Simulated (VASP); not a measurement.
Runs of VASP 6.6.1 on Ta. The structure is that of space group Im-3m (No. 229), or close to it. The cells are those of the table. 

```tsv
cell	gap on the mesh (eV)	pressure (GPa)
a = 2.832 Å, angles 108.6°, 1 atom	none	(a)
a = 2.889 Å, angles 110.3°, 1 atom	none	-3.3
a = 2.870 Å, angles 109.7°, 1 atom	none	-3.6
a = 2.879 Å, angles 110.0°, 1 atom	none	-3.5
```

Alike in all rows: task electric field gradients; level PBEsol; potentials or basis VASP PAW PBE potentials, release 64 (Ta_pv); no spin polarisation; k mesh 17 × 17 × 17; cutoff (eV) 520; smearing fermi-dirac 0.08 eV.

**Question.** Estimate the missing entries.

**Answer.** (a) -3.2.

Caveats: the cell stands under tension; the PAW data sets were made with another functional, which shifts forces and pressure a little; spin-orbit coupling is left out, which moves the levels of the heavy elements.

A k mesh can miss the band edges, and the runs leave out spin-orbit coupling on Ta.

A gap of «none» marks levels without a gap at the run's occupations.
